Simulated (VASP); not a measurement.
# Zr in VASP: single point with PBE

Aim: the single point of Zr with PBE.

All numbers are computed with VASP 6.6.1; they aren't measurements. Logs are shortened: lines on timing, memory, paths and dates and some standing lists are left out, and cuts for length are marked.

## 1. The cell of the first run

The cell holds a slab with vacuum, 5 atoms: a = 3.233 Å, b = 3.233 Å, c = 25.338 Å, α = 90.00°, β = 90.00°, γ = 120.00°.

## 2. Single point, PBE

INCAR

```
SYSTEM = Zr
PREC = Accurate
ENCUT = 520
EDIFF = 1E-6
ISMEAR = 0
SIGMA = 0.1
LREAL = .FALSE.
LASPH = .TRUE.
NELM = 100
ALGO = Fast
ISIF = 2
LWAVE = .FALSE.
LCHARG = .FALSE.
LDIPOL = .TRUE.
IDIPOL = 3
DIPOL = 0.5 0.5 0.500
GGA = PE
NBANDS = 38
```

KPOINTS

```
Automatic mesh
0
G
  12 12 1
  0 0 0
```

POSCAR

```
Zr
1.0
    3.2327898578      0.0000000000      0.0000000000
   -1.6163949289      2.7996781420      0.0000000000
    0.0000000000      0.0000000000     25.3382398461
Zr
5
Direct
    0.3333333333      0.6666666667      0.3003603096
    0.6666666667      0.3333333333      0.3955541991
    0.3333333333      0.6666666667      0.4999999841
    0.6666666667      0.3333333333      0.6044457695
    0.3333333333      0.6666666667      0.6996397376
```

Potentials or basis: VASP PAW PBE potentials, release 64 (Zr_sv).

On the command line:

```sh
> cat potpaw_PBE.64/Zr_sv/POTCAR > POTCAR
> mpirun -np 1 vasp_std > vasp.out
```

OUTCAR:

```text
SYSTEM = Zr
   PREC = Accurate
   ENCUT = 520
   EDIFF = 1E-6
   ISMEAR = 0
   LREAL = .FALSE.
   LASPH = .TRUE.
   NELM = 100
   ISIF = 2
   GGA = PE

 ion  position               nearest neighbor table
   1  0.333  0.667  0.300-   2 3.05   2 3.05   2 3.05
   2  0.667  0.333  0.396-   1 3.05   1 3.05   1 3.05   3 3.24   3 3.24   3 3.24
   3  0.333  0.667  0.500-   2 3.24   2 3.24   2 3.24   4 3.24   4 3.24   4 3.24
   4  0.667  0.333  0.604-   5 3.05   5 3.05   5 3.05   3 3.24   3 3.24   3 3.24
   5  0.333  0.667  0.700-   4 3.05   4 3.05   4 3.05

  LATTYP: Found a hexagonal cell.
 ALAT       =     3.2327898578
 C/A-ratio  =     7.8378864574

  Lattice vectors:

 A1 = (   3.2327898578,   0.0000000000,   0.0000000000)
 A2 = (  -1.6163949289,   2.7996781420,   0.0000000000)
 A3 = (   0.0000000000,   0.0000000000,  25.3382398461)

Analysis of symmetry for initial positions (statically):
=====================================================================
 Subroutine PRICEL returns:
 Original cell was already a primitive cell.

 Routine SETGRP: Setting up the symmetry group for a
 hexagonal supercell.

 Subroutine GETGRP returns: Found 12 space group operations
 (whereof 12 operations were pure point group operations)
 out of a pool of 24 trial point group operations.

The static configuration has the point symmetry D_3h.

Analysis of symmetry for dynamics (positions and initial velocities):
=====================================================================
 Subroutine PRICEL returns:
 Original cell was already a primitive cell.

 Routine SETGRP: Setting up the symmetry group for a
 hexagonal supercell.

 Subroutine GETGRP returns: Found 12 space group operations
 (whereof 12 operations were pure point group operations)
 out of a pool of 24 trial point group operations.

The dynamic configuration has the point symmetry D_3h.

 Subroutine INISYM returns: Found 12 space group operations
 (whereof 12 operations are pure point group operations),
 and found     1 'primitive' translations

----------------------------------------------------------------------------------------

                                     Primitive cell

  volume of cell :     229.3306

  direct lattice vectors                    reciprocal lattice vectors
     3.232789858  0.000000000  0.000000000     0.309330344  0.178591958  0.000000000
    -1.616394929  2.799678142  0.000000000     0.000000000  0.357183915  0.000000000
     0.000000000  0.000000000 25.338239846     0.000000000  0.000000000  0.039466041

  length of vectors
     3.232789858  3.232789858 25.338239846     0.357183915  0.357183915  0.039466041

  position of ions in fractional coordinates (direct lattice)
     0.333333333  0.666666667  0.300360310
     0.666666667  0.333333333  0.395554199
     0.333333333  0.666666667  0.499999984
     0.666666667  0.333333333  0.604445770
     0.333333333  0.666666667  0.699639738

  ion indices of the primitive-cell ions
   primitive index   ion index
                 1           1
                 2           2
                 3           3
                 4           4
                 5           5

----------------------------------------------------------------------------------------

 KPOINTS: Automatic mesh

Automatic generation of k-mesh.
 Grid dimensions read from file:
 generate k-points for:   12   12    1

 Generating k-lattice:

  Cartesian coordinates                     Fractional coordinates (reciprocal lattice)
     0.025777529  0.014882663  0.000000000     0.083333333  0.000000000  0.000000000
     0.000000000  0.029765326  0.000000000     0.000000000  0.083333333  0.000000000
     0.000000000  0.000000000  0.039466041     0.000000000  0.000000000  1.000000000

  Length of vectors
     0.029765326  0.029765326  0.039466041

  Shift w.r.t. Gamma in fractional coordinates (k-lattice)
     0.000000000  0.000000000  0.000000000

 Subroutine IBZKPT returns following result:
 ===========================================

 Found     19 irreducible k-points:

 Following reciprocal coordinates:
            Coordinates               Weight
  0.000000  0.000000  0.000000      1.000000
  0.083333  0.000000  0.000000      6.000000
  0.166667  0.000000  0.000000      6.000000
  0.250000  0.000000  0.000000      6.000000
  0.333333  0.000000  0.000000      6.000000
  0.416667  0.000000  0.000000      6.000000
[... 11 lines left out ...]
  0.333333  0.250000  0.000000     12.000000
  0.333333  0.333333  0.000000      2.000000
   k-points           NKPTS =     19   k-points in BZ     NKDIM =     19   number of bands    NBANDS=     38
   number of dos      NEDOS =    301   number of ions     NIONS =      5
   total plane-waves  NPLWV = 110592
   dimension x,y,z NGX =    24 NGY =   24 NGZ =  192
   dimension x,y,z NGXF=    48 NGYF=   48 NGZF=  384
   ions per type =               5
   NGX,Y,Z   is equivalent  to a cutoff of  12.34, 12.34, 12.60 a.u.
   NGXF,Y,Z  is equivalent  to a cutoff of  24.68, 24.68, 25.19 a.u.
 SYSTEM =  Zr
   PREC   = accura    normal or accurate (medium, high low for compatibility)
   ISTART =      0    job   : 0-new  1-cont  2-samecut
   ICHARG =      2    charge: 1-file 2-atom 10-const
   ISPIN  =      1    spin polarized calculation?
   LNONCOLLINEAR =      F non collinear calculations
   LSORBIT =      F    spin-orbit coupling
   LASPH  =      T    aspherical Exc in radial PAW
   ENCUT  =  520.0 eV  38.22 Ry    6.18 a.u.   6.01  6.01 47.11*2*pi/ulx,y,z
   NELM   =    100;   NELMIN=  2; NELMDL= -5     # of ELM steps
   EDIFF  = 0.1E-05   stopping-criterion for ELM
   LREAL  =      F    real-space projection
   EDIFFG = 0.1E-04   stopping-criterion for IOM
   NSW    =      0    number of steps for IOM
   IBRION =     -1    ionic relax: 0-MD 1-quasi-New 2-CG
   NFREE  =      0    steps in history (QN), initial steepest desc. (CG)
   ISIF   =      2    stress and relaxation
   ISYM   =      2    0-nonsym 1-usesym 2-fastsym
   POTIM  = 0.5000    time-step for ionic-motion
   TEBEG  =    0.0;   TEEND  =   0.0 temperature during run
   PSTRESS=    0.0 pullay stress
   NELECT =      60.0000    total number of electrons
   NUPDOWN=      -1.0000    fix difference up-down
   EMIN   =  10.00;   EMAX   =-10.00  energy-range for DOS
   EFERMI =   0.00;   METHOD = LEGACY
   ISMEAR =     0;   SIGMA  =   0.10  broadening in eV -4-tet -1-fermi 0-gaus
   EFERMI_NEDOS =   21; number of points for ismear=-14 and -15
   IALGO  =     68    algorithm
   IMIX   =      4    mixing-type and parameters
     AMIX     =   0.40;   BMIX     =  1.00
     AMIX_MAG =   1.60;   BMIX_MAG =  1.00
  volume/ion in A,a.u.               =      45.87       309.52
  Fermi-wavevector in a.u.,A,eV,Ry     =   1.047059  1.978655 14.916516  1.096333
  Thomas-Fermi vector in A             =   2.181923
   LORBIT       =      0    0 simple, 1 ext, 2 COOP (PROOUT), +10 PAW based schemes
   GGA     = PE    functional components
   LHFCALC =     F    Hartree Fock is set to
   AEXX    =    0.0000 exact exchange contribution
   IVDW    =     0    specifies the selected vdW correction
   LEPSILON=     F    determine dielectric tensor
   LRPA    =     F    only Hartree local field effects (RPA)
 non-spin polarized calculation
 RMM-DIIS sequential band-by-band and
 Gauss-broadening in eV      SIGMA  =   0.10
  energy-cutoff  :      520.00
  volume of cell :      229.33
 maximum number of plane-waves:      6270
   NGX = 13   NGY = 13   NGZ = 95

 dipolmoment           0.000000      0.000000     -0.000000 electrons x Angstroem

 number of electron      60.0000001 magnetization

 dipolmoment           0.000000      0.000000      0.000000 electrons x Angstroem

 Free energy of the ion-electron system (eV)
  ---------------------------------------------------
  ext. energy  EPLUGINS =         0.00000000
  ---------------------------------------------------
  free energy    TOTEN  =       -40.83248925 eV

  energy without entropy =      -40.79707176  energy(sigma->0) =      -40.81478050

 E-fermi :   2.6213     XC(G=0):  -6.3913

 val. band max:        2.6142775182   @ k =   0.3333   0.1667   0.0000
 cond. band min:       2.6582912775   @ k =   0.3333   0.2500   0.0000
 fundamental gap:      0.0440137593
 Fermi energy:         2.6212803335

 k-point     1 :       0.0000    0.0000    0.0000
  band No.  band energies     occupation
      1     -46.3753      2.00000
      2     -46.3749      2.00000
      3     -46.1543      2.00000
      4     -46.0472      2.00000
      5     -46.0297      2.00000
      6     -24.7514      2.00000
[... 30 lines left out ...]
     37       3.6263      0.00000
     38       3.9659      0.00000

 k-point     2 :       0.0833    0.0000    0.0000
  band No.  band energies     occupation
      1     -46.3690      2.00000
      2     -46.3687      2.00000
      3     -46.1480      2.00000
      4     -46.0423      2.00000
      5     -46.0256      2.00000
      6     -24.7349      2.00000
[... 30 lines left out ...]
     37       3.7088      0.00000
     38       3.7134      0.00000

 k-point     3 :       0.1667    0.0000    0.0000
  band No.  band energies     occupation
      1     -46.3519      2.00000
      2     -46.3517      2.00000
      3     -46.1307      2.00000
      4     -46.0288      2.00000
      5     -46.0144      2.00000
      6     -24.6906      2.00000
[... 30 lines left out ...]
     37       3.8416      0.00000
[... 576 lines left out ...]
 k-point    18 :       0.3333    0.2500    0.0000
  band No.  band energies     occupation
      1     -46.2725      2.00000
      2     -46.2724      2.00000
      3     -46.0470      2.00000
      4     -45.9666      2.00000
      5     -45.9659      2.00000
      6     -24.6346      2.00000
[... 30 lines left out ...]
     37       4.2461      0.00000
     38       4.6437      0.00000

 k-point    19 :       0.3333    0.3333    0.0000
  band No.  band energies     occupation
      1     -46.2694      2.00000
      2     -46.2692      2.00000
      3     -46.0434      2.00000
      4     -45.9642      2.00000
      5     -45.9641      2.00000
      6     -24.5801      2.00000
[... 30 lines left out ...]
     37       4.3660      0.00000
     38       4.7244      0.00000

------------------------ aborting loop because EDIFF is reached ----------------------------------------

 vacuum level on the upper side and lower side of the slab       (xc-potential included)        -0.155        -0.154

  FORCE on cell =-STRESS in cart. coord.  units (eV):
  Direction    XX          YY          ZZ          XY          YZ          ZX
  --------------------------------------------------------------------------------------
  -------------------------------------------------------------------------------------
  Total       -1.1922935     -1.1922935     -0.0607451      0.0000000      0.0000000      0.0000000
  in kB       -8.3297454     -8.3297454     -0.4243846      0.0000000      0.0000000      0.0000000
  external PRESSURE =      -5.6946251 kB  Pullay stress =       0.0000000 kB

 VOLUME and BASIS-vectors are now :
 -----------------------------------------------------------------------------
  energy-cutoff  :      520.00
  volume of cell :      229.33
      direct lattice vectors                 reciprocal lattice vectors
     3.232789858  0.000000000  0.000000000     0.309330344  0.178591958  0.000000000
    -1.616394929  2.799678142  0.000000000     0.000000000  0.357183915  0.000000000
     0.000000000  0.000000000 25.338239846     0.000000000  0.000000000  0.039466041

 POSITION                                       TOTAL-FORCE (eV/Angst)
 -----------------------------------------------------------------------------------
     -0.00000      1.86645      7.61060         0.000000      0.000000      0.000526
      1.61639      0.93323     10.02265        -0.000000     -0.000000      0.002284
     -0.00000      1.86645     12.66912        -0.000000      0.000000      0.000000
      1.61639      0.93323     15.31559        -0.000000     -0.000000     -0.002284
     -0.00000      1.86645     17.72764         0.000000      0.000000     -0.000526
 -----------------------------------------------------------------------------------
    total drift:                                0.000000     -0.000000      0.000003

  FREE ENERGIE OF THE ION-ELECTRON SYSTEM (eV)
  ---------------------------------------------------
  free  energy   TOTEN  =       -40.8324892488 eV

  energy  without entropy=      -40.7970717556  energy(sigma->0) =      -40.81478050

 vacuum level on the upper side and lower side of the slab         6.652         6.652
```

Run time: 3.5 min. Hardware: 1 thread of Intel Xeon 6975P-C (Granite Rapids), shared host; peak memory 0.38 GiB.

What came out:

- Free energy: -40.8325 eV
- Band gap on the k mesh: zero (band 30 reaches 3.30 eV, above the bottom of band 31 at 2.16 eV)

Forces in eV/Å, atoms in the order of the input:
```
Zr   0.000  0.000  0.001
Zr   0.000  0.000  0.002
Zr   0.000  0.000  0.000
Zr   0.000  0.000 -0.002
Zr   0.000  0.000 -0.001
```
